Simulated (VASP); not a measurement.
# Rh (Fm-3m) in VASP: a series of runs

The runs below take Rh through single point, with BLYP, LDA, RPBE.

All numbers are computed with VASP 6.6.1; they aren't measurements. Logs are shortened: lines on timing, memory, paths and dates and some standing lists are left out, and cuts for length are marked.

**1. The cell of the first run**

The structure is cubic, space group Fm-3m (No. 225). Conventional cell: a = 3.796 Å, b = 3.796 Å, c = 3.796 Å, α = 90.00°, β = 90.00°, γ = 90.00°. Within 3.5 Å of Rh (site symmetry m-3m) lie 12 Rh at 2.68 Å.

**2. Single point, BLYP**

File INCAR:

```
SYSTEM = Rh
AGGAC = 1.0
AGGAX = 1.0
ALDAC = 0.0
ALDAX = 1.0
ALGO = Normal
EDIFF = 1E-6
ENCUT = 500
GGA = B5
GGA_COMPAT = .False.
ISIF = 2
ISMEAR = -1
LASPH = .True.
LCHARG = .False.
LREAL = .False.
LWAVE = .False.
NBANDS = 14
NELM = 120
PREC = Accurate
SIGMA = 0.15
```

File KPOINTS:

```
k-points
0
Gamma
  15 15 15
  0 0 0
```

File POSCAR:

```
Rh
1.0
    2.6839650000      0.0000000000      0.0000000000
    1.3419825000      2.3243818729      0.0000000000
    1.3419825000      0.7747939576      2.1914482458
Rh
1
Direct
    0.0000000000      0.0000000000      0.0000000000
```

Potentials or basis: VASP PAW PBE potentials, release 64 (Rh_pv).

On the command line:

```sh
$ cat potpaw_PBE.64/Rh_pv/POTCAR > POTCAR
$ mpirun -np 1 vasp_std > vasp.out
```

OUTCAR:

```text
SYSTEM = Rh
   EDIFF = 1E-6
   ENCUT = 500
   GGA = B5
   ISIF = 2
   ISMEAR = -1
   LASPH = .True.
   LREAL = .False.
   NELM = 120
   PREC = Accurate

 ion  position               nearest neighbor table
   1  0.000  0.000  0.000-

  LATTYP: Found a face centered cubic cell.
 ALAT       =     3.7956997040

  Lattice vectors:

 A1 = (   2.6839650000,   0.0000000000,   0.0000000000)
 A2 = (   1.3419825000,   2.3243818729,   0.0000000000)
 A3 = (   1.3419825000,   0.7747939576,   2.1914482458)

Analysis of symmetry for initial positions (statically):
=====================================================================
 Subroutine PRICEL returns:
 Original cell was already a primitive cell.

 Routine SETGRP: Setting up the symmetry group for a
 face centered cubic supercell.

 Subroutine GETGRP returns: Found 48 space group operations
 (whereof 48 operations were pure point group operations)
 out of a pool of 48 trial point group operations.

The static configuration has the point symmetry O_h .

Analysis of symmetry for dynamics (positions and initial velocities):
=====================================================================
 Subroutine PRICEL returns:
 Original cell was already a primitive cell.

 Routine SETGRP: Setting up the symmetry group for a
 face centered cubic supercell.

 Subroutine GETGRP returns: Found 48 space group operations
 (whereof 48 operations were pure point group operations)
 out of a pool of 48 trial point group operations.

The dynamic configuration has the point symmetry O_h .

 Subroutine INISYM returns: Found 48 space group operations
 (whereof 48 operations are pure point group operations),
 and found     1 'primitive' translations

----------------------------------------------------------------------------------------

                                     Primitive cell

  volume of cell :      13.6715

  direct lattice vectors                    reciprocal lattice vectors
     2.683965000  0.000000000  0.000000000     0.372583100 -0.215110953 -0.152106414
     1.341982500  2.324381873  0.000000000     0.000000000  0.430221906 -0.152106414
     1.341982500  0.774793958  2.191448246     0.000000000  0.000000000  0.456319241

  length of vectors
     2.683965000  2.683965000  2.683965000     0.456319241  0.456319241  0.456319241

  position of ions in fractional coordinates (direct lattice)
     0.000000000  0.000000000  0.000000000

  ion indices of the primitive-cell ions
   primitive index   ion index
                 1           1

[... 77 lines left out ...]
   ISIF   =      2    stress and relaxation
   ISYM   =      2    0-nonsym 1-usesym 2-fastsym
   POTIM  = 0.5000    time-step for ionic-motion
   TEBEG  =    0.0;   TEEND  =   0.0 temperature during run
   PSTRESS=    0.0 pullay stress
   NELECT =      15.0000    total number of electrons
   NUPDOWN=      -1.0000    fix difference up-down
   EMIN   =  10.00;   EMAX   =-10.00  energy-range for DOS
   EFERMI =   0.00;   METHOD = LEGACY
   ISMEAR =    -1;   SIGMA  =   0.15  broadening in eV -4-tet -1-fermi 0-gaus
   EFERMI_NEDOS =   21; number of points for ismear=-14 and -15
   IALGO  =     38    algorithm
   IMIX   =      4    mixing-type and parameters
     AMIX     =   0.40;   BMIX     =  1.00
     AMIX_MAG =   1.60;   BMIX_MAG =  1.00
  volume/ion in A,a.u.               =      13.67        92.26
  Fermi-wavevector in a.u.,A,eV,Ry     =   1.688496  3.190795 38.790471  2.851019
  Thomas-Fermi vector in A             =   2.770792
   LORBIT       =      0    0 simple, 1 ext, 2 COOP (PROOUT), +10 PAW based schemes
   GGA     = B5    functional components
   LHFCALC =     F    Hartree Fock is set to
   AEXX    =    0.0000 exact exchange contribution
   IVDW    =     0    specifies the selected vdW correction
   LEPSILON=     F    determine dielectric tensor
   LRPA    =     F    only Hartree local field effects (RPA)
 non-spin polarized calculation
  energy-cutoff  :      500.00
  volume of cell :       13.67
 maximum number of plane-waves:       359
   NGX =  9   NGY =  9   NGZ =  9

 number of electron      15.0000007 magnetization

 Free energy of the ion-electron system (eV)
  ---------------------------------------------------
  ext. energy  EPLUGINS =         0.00000000
  ---------------------------------------------------
  free energy    TOTEN  =        -6.13417868 eV

  energy without entropy =       -6.03221515  energy(sigma->0) =       -6.08319691

 E-fermi :  12.5160     XC(G=0): -13.4164

 val. band max:       12.5083819235   @ k =  -0.4000   0.4667   0.0667
 cond. band min:      12.5205016577   @ k =  -0.3333   0.2667   0.0667
 fundamental gap:      0.0121197343
 Fermi energy:        12.5159913613

 k-point     1 :       0.0000    0.0000    0.0000
  band No.  band energies     occupation
      1     -33.6707      2.00000
      2     -33.6707      2.00000
      3     -33.6707      2.00000
      4       4.7502      2.00000
      5       9.4298      2.00000
      6       9.4298      2.00000
      7       9.4298      2.00000
      8      11.5110      1.99754
      9      11.5110      1.99754
     10      28.8283      0.00000
     11      32.8010      0.00000
     12      34.1856      0.00000
     13      34.1856      0.00000
     14      34.1856      0.00000
[... 377 lines left out ...]
      1     -33.8860      2.00000
      2     -33.7409      2.00000
      3     -33.7345      2.00000
      4       6.1999      2.00000
      5       8.6055      2.00000
      6      10.0786      2.00000
      7      10.1562      2.00000
      8      10.8457      1.99997
      9      11.8743      1.97263
     10      30.7945      0.00000
     11      31.2776      0.00000
     12      32.8035      0.00000
     13      33.9079      0.00000
     14      34.4530      0.00000

 [... further k-points ...]
[... 5 lines left out ...]
  --------------------------------------------------------------------------------------
  -------------------------------------------------------------------------------------
  Total        1.9720092      1.9720092      1.9720092     -0.0000000     -0.0000000     -0.0000000
  in kB      231.1021456    231.1021456    231.1021455     -0.0000000     -0.0000000     -0.0000000
  external PRESSURE =     231.1021456 kB  Pullay stress =       0.0000000 kB

 VOLUME and BASIS-vectors are now :
 -----------------------------------------------------------------------------
  energy-cutoff  :      500.00
  volume of cell :       13.67
      direct lattice vectors                 reciprocal lattice vectors
     2.683965000  0.000000000  0.000000000     0.372583100 -0.215110953 -0.152106414
     1.341982500  2.324381873  0.000000000     0.000000000  0.430221906 -0.152106414
     1.341982500  0.774793958  2.191448246     0.000000000  0.000000000  0.456319241

 POSITION                                       TOTAL-FORCE (eV/Angst)
 -----------------------------------------------------------------------------------
      0.00000      0.00000      0.00000        -0.000000      0.000000      0.000000
 -----------------------------------------------------------------------------------
    total drift:                               -0.000000      0.000000      0.000000

  FREE ENERGIE OF THE ION-ELECTRON SYSTEM (eV)
  ---------------------------------------------------
  free  energy   TOTEN  =        -6.1341786797 eV

  energy  without entropy=       -6.0322151492  energy(sigma->0) =       -6.08319691
```

Wall time 12 s (1 thread of Intel Xeon Platinum 8488C (Sapphire Rapids), shared host); peak memory 0.13 GiB.

Results:

```
Free energy : -6.1342 eV
Pressure    : 23.1 GPa
```

Caveat: the PAW data sets were made with another functional, which shifts forces and pressure a little.

**3. Single point, LDA**

File INCAR:

```
SYSTEM = Rh
PREC = Accurate ; ENCUT = 500
EDIFF = 1E-6 ; ISMEAR = -1
SIGMA = 0.15 ; LREAL = .False.
LASPH = .True. ; NELM = 120
ALGO = Normal ; ISIF = 2
LWAVE = .False. ; LCHARG = .False.
GGA = CA ; NBANDS = 14
GGA_COMPAT = .False.
```

File KPOINTS:

```
regular mesh
0
Gamma
  15 15 15
  0 0 0
```

POSCAR is that of step 2.

Potentials or basis: VASP PAW LDA potentials, release 64 (Rh_pv).

On the command line:

```sh
$ cat potpaw_LDA.64/Rh_pv/POTCAR > POTCAR
$ mpirun -np 1 vasp_std > vasp.out
```

Run time: 9.2 s. Hardware: 1 thread of Intel Xeon Platinum 8488C (Sapphire Rapids), shared host; peak memory 0.13 GiB.

It converged, with:

```
Free energy : -8.7214 eV
Pressure    : -7.9 GPa
```

Levels at points of the mesh, in eV from the Fermi level:
| k point | band 3 | band 4 | band 5 | band 6 | band 7 | band 8 | band 9 | band 10 | band 11 | band 12 |
| --- | --- | --- | --- | --- | --- | --- | --- | --- | --- | --- |
| (0.00, 0.00, 0.00) | -46.15 | -8.05 | -3.12 | -3.12 | -3.12 | -0.97 | -0.97 | 15.97 | 20.35 | 21.40 |

**4. Single point, RPBE**

File INCAR:

```
SYSTEM = Rh
PREC     = Accurate       ! precision mode
ENCUT    = 500            ! plane-wave cutoff, eV
EDIFF    = 1E-6           ! SCF threshold, eV
ISMEAR   = -1             ! smearing method
SIGMA    = 0.15           ! smearing width, eV
LREAL    = .FALSE.        ! projectors in reciprocal space
LASPH    = .TRUE.         ! aspherical terms in the spheres
NELM     = 120            ! most SCF steps
ALGO     = Normal         ! electronic algorithm
ISIF     = 2              ! what is computed and relaxed
LWAVE    = .FALSE.        ! write WAVECAR
LCHARG   = .TRUE.         ! write CHGCAR
GGA      = RP             ! functional
LELF     = .TRUE.         ! ELF
LVHAR    = .TRUE.       
NBANDS   = 14             ! bands
GGA_COMPAT= .FALSE.
```

File KPOINTS:

```
Automatic mesh
0
G
  15 15 15
  0 0 0
```

POSCAR is that of step 3.

Potentials or basis: VASP PAW PBE potentials, release 64 (Rh_pv).

On the command line:

```sh
$ cat potpaw_PBE.64/Rh_pv/POTCAR > POTCAR
$ mpirun -np 1 vasp_std > vasp.out
```

Run time: 9.9 s. Hardware: 1 thread of Intel Xeon Platinum 8488C (Sapphire Rapids), shared host; peak memory 0.14 GiB.

The run converged. Its results:

| Quantity | Value |
| --- | --- |
| Free energy | -6.6417 eV |
| Pressure | 13.4 GPa |

Levels at points of the mesh, in eV from the Fermi level:
```
           k point  band 5  band 6  band 7  band 8  band 9  band 10
(0.00, 0.00, 0.00)   -3.07   -3.07   -3.07   -0.98   -0.98    16.02
```

Caveat: the PAW data sets were made with another functional, which shifts forces and pressure a little.

**5. Summary**

| level | potentials or basis | gap on the mesh (eV) | pressure (GPa) |
| --- | --- | --- | --- |
| BLYP | VASP PAW PBE potentials, release 64 (Rh_pv) | none | 23.1 |
| LDA | VASP PAW LDA potentials, release 64 (Rh_pv) | none | -7.9 |
| RPBE | VASP PAW PBE potentials, release 64 (Rh_pv) | none | 13.4 |

Alike in all rows: task single point; no spin polarisation; cell as given; k mesh 15 × 15 × 15; cutoff (eV) 500; smearing fermi-dirac 0.15 eV.

Caveats: the PAW data sets were made with another functional, which shifts forces and pressure a little (some runs).

Total energies depend on the potentials used, so only differences within one code and one set of settings carry meaning.
